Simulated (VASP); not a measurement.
# Ge2Sb2Te5 (P-3m1) in VASP: further runs

The runs below take Ge2Sb2Te5 through single point, with PBE.

Program: VASP 6.6.1. These are calculated values, not measurements. Logs are shortened: lines on timing, memory, paths and dates and some standing lists are left out, and cuts for length are marked.

### Step 1. The cell of the first run

It takes space group P-3m1 (No. 164, trigonal). Conventional cell: a = 4.263 Å, b = 4.263 Å, c = 18.098 Å, α = 90.00°, β = 90.00°, γ = 120.00°. Ge (site symmetry 3m) has 6 Te at 2.84 to 3.32 Å within 3.7 Å. Sb (site symmetry 3m) has 6 Te at 3.02 to 3.19 Å within 4.0 Å. Within 4.2 Å of Te (site symmetry -3m) lie 6 Sb at 3.19 Å. Within 4.0 Å of Te (site symmetry 3m) lie 3 Sb at 3.02 Å and 3 Ge at 3.32 Å. Te (site symmetry 3m) has 3 Ge at 2.84 Å within 3.7 Å.

### Step 2. Single point, PBE

INCAR reads:

```
ALGO = Normal
EDIFF = 1E-7
ENCUT = 520
GGA = PE
ISIF = 2
ISMEAR = 0
LASPH = T
LCHARG = F
LREAL = F
LWAVE = F
NBANDS = 44
NELM = 100
PREC = Accurate
SIGMA = 0.03
```

KPOINTS reads:

```
k-points
0
Gamma
  9 9 2
```

POSCAR reads:

```
Ge2Sb2Te5
1.0
    4.2629490295      0.0000000000      0.0000000000
   -2.1314745147      3.6918221546      0.0000000000
    0.0000000000      0.0000000000     18.0976006795
Ge Sb Te
2 2 5
Direct
    0.0000000000      0.0000000000      0.3313200918
    0.0000000000      0.0000000000      0.6686799082
    0.3333333333      0.6666666667      0.1120971408
    0.6666666667      0.3333333333      0.8879028592
    0.0000000000      0.0000000000      0.0000000000
    0.3333333333      0.6666666667      0.7914345914
    0.6666666667      0.3333333333      0.2085654086
    0.3333333333      0.6666666667      0.4096023866
    0.6666666667      0.3333333333      0.5903976134
```

Potentials or basis: VASP PAW PBE potentials, release 64 (Ge_d, Sb, Te).

On the command line:

```sh
$ cat potpaw_PBE.64/Ge_d/POTCAR potpaw_PBE.64/Sb/POTCAR potpaw_PBE.64/Te/POTCAR > POTCAR
$ mpirun -np 1 vasp_std > vasp.out
```

OUTCAR:

```text
EDIFF = 1E-7
   ENCUT = 520
   GGA = PE
   ISIF = 2
   ISMEAR = 0
   LASPH = T
   LREAL = F
   NELM = 100
   PREC = Accurate

 ion  position               nearest neighbor table
   1  0.000  0.000  0.331-   8 2.84   8 2.84   8 2.84
   2  0.000  0.000  0.669-   9 2.84   9 2.84   9 2.84
   3  0.333  0.667  0.112-   7 3.02   7 3.02   7 3.02   5 3.19   5 3.19   5 3.19
   4  0.667  0.333  0.888-   6 3.02   6 3.02   6 3.02   5 3.19   5 3.19   5 3.19
   5  0.000  0.000  0.000-   3 3.19   4 3.19   3 3.19   4 3.19   4 3.19   3 3.19
   6  0.333  0.667  0.791-   4 3.02   4 3.02   4 3.02
   7  0.667  0.333  0.209-   3 3.02   3 3.02   3 3.02
   8  0.333  0.667  0.410-   1 2.84   1 2.84   1 2.84
   9  0.667  0.333  0.590-   2 2.84   2 2.84   2 2.84

  LATTYP: Found a hexagonal cell.
 ALAT       =     4.2629490295
 C/A-ratio  =     4.2453242003

  Lattice vectors:

 A1 = (   4.2629490295,   0.0000000000,   0.0000000000)
 A2 = (  -2.1314745147,   3.6918221546,   0.0000000000)
 A3 = (   0.0000000000,   0.0000000000,  18.0976006795)

Analysis of symmetry for initial positions (statically):
=====================================================================
 Subroutine PRICEL returns:
 Original cell was already a primitive cell.

 Routine SETGRP: Setting up the symmetry group for a
 hexagonal supercell.

 Subroutine GETGRP returns: Found 12 space group operations
 (whereof 12 operations were pure point group operations)
 out of a pool of 24 trial point group operations.

The static configuration has the point symmetry D_3d.

Analysis of symmetry for dynamics (positions and initial velocities):
=====================================================================
 Subroutine PRICEL returns:
 Original cell was already a primitive cell.

 Routine SETGRP: Setting up the symmetry group for a
 hexagonal supercell.

 Subroutine GETGRP returns: Found 12 space group operations
 (whereof 12 operations were pure point group operations)
 out of a pool of 24 trial point group operations.

The dynamic configuration has the point symmetry D_3d.

 Subroutine INISYM returns: Found 12 space group operations
 (whereof 12 operations are pure point group operations),
 and found     1 'primitive' translations

----------------------------------------------------------------------------------------

[... 110 lines left out ...]
   NFREE  =      0    steps in history (QN), initial steepest desc. (CG)
   ISIF   =      2    stress and relaxation
   ISYM   =      2    0-nonsym 1-usesym 2-fastsym
   POTIM  = 0.5000    time-step for ionic-motion
   TEBEG  =    0.0;   TEEND  =   0.0 temperature during run
   PSTRESS=    0.0 pullay stress
   NELECT =      68.0000    total number of electrons
   NUPDOWN=      -1.0000    fix difference up-down
   EMIN   =  10.00;   EMAX   =-10.00  energy-range for DOS
   EFERMI =   0.00;   METHOD = LEGACY
   ISMEAR =     0;   SIGMA  =   0.03  broadening in eV -4-tet -1-fermi 0-gaus
   EFERMI_NEDOS =   21; number of points for ismear=-14 and -15
   IALGO  =     38    algorithm
   IMIX   =      4    mixing-type and parameters
     AMIX     =   0.40;   BMIX     =  1.00
     AMIX_MAG =   1.60;   BMIX_MAG =  1.00
  volume/ion in A,a.u.               =      31.65       213.56
  Fermi-wavevector in a.u.,A,eV,Ry     =   1.015595  1.919196 14.033497  1.031433
  Thomas-Fermi vector in A             =   2.148890
   LORBIT       =      0    0 simple, 1 ext, 2 COOP (PROOUT), +10 PAW based schemes
   GGA     = PE    functional components
   LHFCALC =     F    Hartree Fock is set to
   AEXX    =    0.0000 exact exchange contribution
   IVDW    =     0    specifies the selected vdW correction
   LEPSILON=     F    determine dielectric tensor
   LRPA    =     F    only Hartree local field effects (RPA)
 non-spin polarized calculation
 Gauss-broadening in eV      SIGMA  =   0.03
  energy-cutoff  :      520.00
  volume of cell :      284.82
 maximum number of plane-waves:      7734
 NGX is ok and might be reduce to    32
   NGX = 15   NGY = 15   NGZ = 67

 number of electron      68.0000027 magnetization

 Free energy of the ion-electron system (eV)
  ---------------------------------------------------
  ext. energy  EPLUGINS =         0.00000000
  ---------------------------------------------------
  free energy    TOTEN  =       -33.85607446 eV

  energy without entropy =      -33.85607413  energy(sigma->0) =      -33.85607429

 E-fermi :   5.8818     XC(G=0):  -9.1941

 val. band max:        5.7954657804   @ k =   0.1111   0.0000   0.5000
 cond. band min:       5.9679797596   @ k =   0.4444   0.0000   0.5000
 fundamental gap:      0.1725139792
 Fermi energy:         5.8817552590

 k-point     1 :       0.0000    0.0000    0.0000
  band No.  band energies     occupation
      1     -18.9677      2.00000
      2     -18.9677      2.00000
      3     -18.9677      2.00000
      4     -18.9677      2.00000
      5     -18.9559      2.00000
      6     -18.9559      2.00000
[... 1117 lines left out ...]
     43       9.8444      0.00000
     44      10.0307      0.00000

------------------------ aborting loop because EDIFF is reached ----------------------------------------

  FORCE on cell =-STRESS in cart. coord.  units (eV):
  Direction    XX          YY          ZZ          XY          YZ          ZX
  --------------------------------------------------------------------------------------
  -------------------------------------------------------------------------------------
  Total       -0.0109601     -0.0109601     -0.0119803     -0.0000000      0.0000000     -0.0000000
  in kB       -0.0616528     -0.0616528     -0.0673917     -0.0000000      0.0000000     -0.0000000
  external PRESSURE =      -0.0635658 kB  Pullay stress =       0.0000000 kB

 VOLUME and BASIS-vectors are now :
 -----------------------------------------------------------------------------
  energy-cutoff  :      520.00
  volume of cell :      284.82
      direct lattice vectors                 reciprocal lattice vectors
     4.262949029  0.000000000  0.000000000     0.234579394  0.135434476  0.000000000
    -2.131474515  3.691822155  0.000000000     0.000000000  0.270868953  0.000000000
     0.000000000  0.000000000 18.097600680     0.000000000  0.000000000  0.055255943

 POSITION                                       TOTAL-FORCE (eV/Angst)
 -----------------------------------------------------------------------------------
      0.00000      0.00000      5.99610        -0.000000     -0.000000     -0.014554
      0.00000      0.00000     12.10150         0.000000      0.000000      0.014554
     -0.00000      2.46121      2.02869        -0.000000     -0.000000     -0.018240
      2.13147      1.23061     16.06891         0.000000     -0.000000      0.018240
      0.00000      0.00000      0.00000        -0.000000     -0.000000      0.000000
     -0.00000      2.46121     14.32307        -0.000000     -0.000000     -0.015365
      2.13147      1.23061      3.77453        -0.000000     -0.000000      0.015365
     -0.00000      2.46121      7.41282        -0.000000      0.000000      0.012807
      2.13147      1.23061     10.68478         0.000000     -0.000000     -0.012807
 -----------------------------------------------------------------------------------
    total drift:                               -0.000000     -0.000000      0.000000

  FREE ENERGIE OF THE ION-ELECTRON SYSTEM (eV)
  ---------------------------------------------------
  free  energy   TOTEN  =       -33.8560744562 eV

  energy  without entropy=      -33.8560741318  energy(sigma->0) =      -33.85607429
```

OSZICAR:

```text
N       E                     dE             d eps       ncg     rms          rms(c)
DAV:   1     0.596037577933E+03    0.59604E+03   -0.27332E+04  2596   0.201E+03
DAV:   2     0.628824790414E+02   -0.53316E+03   -0.51115E+03  2260   0.561E+02
DAV:   3    -0.278316124215E+02   -0.90714E+02   -0.87610E+02  2500   0.151E+02
DAV:   4    -0.339282388564E+02   -0.60966E+01   -0.60229E+01  2576   0.463E+01
[... 12 lines left out ...]
DAV:  17    -0.338560756332E+02    0.54349E-06   -0.19553E-05  2184   0.148E-02    0.397E-02
DAV:  18    -0.338560754104E+02    0.22280E-06   -0.12735E-06  2616   0.418E-03    0.349E-02
DAV:  19    -0.338560748648E+02    0.54556E-06   -0.77629E-07  2452   0.255E-03    0.199E-02
DAV:  20    -0.338560744980E+02    0.36685E-06   -0.87464E-07  2368   0.268E-03    0.776E-03
DAV:  21    -0.338560744562E+02    0.41753E-07   -0.15580E-07  1620   0.130E-03
   1 F= -.33856074E+02 E0= -.33856074E+02  d E =-.324464E-06
```

Run time: 7.3 min. Hardware: 1 thread of Intel Xeon Platinum 8259CL at 2.50GHz (Skylake/Cascade Lake), shared host; peak memory 0.55 GiB.

What came out:

```
Free energy            : -33.8561 eV
Pressure               : 0.0 GPa
Largest force          : 0.018 eV/Å
Band gap on the k mesh : 0.17 eV, indirect (least direct gap 0.25 eV)
```

Forces in eV/Å, atoms in the order of the input:
```
Ge   0.000  0.000 -0.015
Ge   0.000  0.000  0.015
Sb   0.000  0.000 -0.018
Sb   0.000  0.000  0.018
Te   0.000  0.000  0.000
Te   0.000  0.000 -0.015
Te   0.000  0.000  0.015
Te   0.000  0.000  0.013
Te   0.000  0.000 -0.013
```

Levels at points of the mesh, in eV from the valence-band top:
```tsv
k point	band 32	band 33	band 34	band 35	band 36	band 37
(0.00, 0.00, 0.00)	-1.19	-1.04	-0.01	0.24	0.24	0.26
(0.00, 0.00, 0.50)	-1.35	-0.91	-0.02	0.25	0.25	0.26
```

Caveat: spin-orbit coupling is left out, which moves the levels of the heavy elements; this functional lacks dispersion, which binds the layers, so the pressure and a relaxed spacing across them are unreliable.

### Step 3. Single point, PBE

This run uses another cell than the first one, of 30.09 Å³/atom, 0.951 times its volume.

INCAR reads:

```
SYSTEM = Ge2Sb2Te5
PREC     = Accurate       ! precision mode
ENCUT    = 520            ! plane-wave cutoff, eV
EDIFF    = 1E-7           ! SCF threshold, eV
ISMEAR   = 0              ! smearing method
SIGMA    = 0.03           ! smearing width, eV
LREAL    = .FALSE.        ! projectors in reciprocal space
LASPH    = .TRUE.         ! aspherical terms in the spheres
NELM     = 100            ! most SCF steps
ALGO     = Normal         ! electronic algorithm
ISIF     = 2              ! what is computed and relaxed
LWAVE    = .FALSE.        ! write WAVECAR
LCHARG   = .FALSE.        ! write CHGCAR
GGA      = PE             ! functional
NBANDS   = 44             ! bands
```

KPOINTS reads:

```
Automatic mesh
0
G
  9 9 2
  0 0 0
```

Changes to POSCAR since step 2:

```diff
@@ -2,5 +2,5 @@
 1.0
-    4.2629490295      0.0000000000      0.0000000000
-   -2.1314745147      3.6918221546      0.0000000000
-    0.0000000000      0.0000000000     18.0976006795
+    4.3340000000      0.0000000000      0.0000000000
+   -2.1670000000      3.7533541000      0.0000000000
+    0.0000000000      0.0000000000     16.6498000000
 Ge Sb Te
```

Potentials or basis: VASP PAW PBE potentials, release 64 (Ge_d, Sb, Te).

On the command line:

```sh
$ cat potpaw_PBE.64/Ge_d/POTCAR potpaw_PBE.64/Sb/POTCAR potpaw_PBE.64/Te/POTCAR > POTCAR
$ mpirun -np 1 vasp_std > vasp.out
```

It took 8 min on 1 thread of Intel Xeon Platinum 8259CL at 2.50GHz (Skylake/Cascade Lake), shared host; peak memory 0.5 GiB.

It converged, with:

| Item | Value |
| --- | --- |
| Free energy | -33.5864 eV |
| Pressure | 2.3 GPa |
| Largest force | 0.512 eV/Å |
| Band gap on the k mesh | 0.06 eV, indirect (least direct gap 0.28 eV) |

Forces in eV/Å, atoms in the order of the input:
```
Ge   0.000  0.000 -0.242
Ge   0.000  0.000  0.242
Sb   0.000  0.000 -0.122
Sb   0.000  0.000  0.122
Te   0.000  0.000  0.000
Te   0.000  0.000 -0.443
Te   0.000  0.000  0.443
Te   0.000  0.000  0.512
Te   0.000  0.000 -0.512
```

Stress tensor (GPa, compression positive):
```
1.40 0.00 0.00
0.00 1.40 0.00
0.00 0.00 4.24
```

Levels at points of the mesh, in eV from the valence-band top:
```tsv
k point	band 31	band 32	band 33	band 34	band 35	band 36	band 37	band 38
(0.00, 0.00, 0.00)	-1.48	-1.30	-1.13	-0.29	0.06	0.06	0.45	0.99
(0.00, 0.00, 0.50)	-1.48	-1.36	-1.13	-0.30	0.10	0.10	0.46	1.00
```

Caveat: spin-orbit coupling is left out, which moves the levels of the heavy elements; this functional lacks dispersion, which binds the layers, so the pressure and a relaxed spacing across them are unreliable.
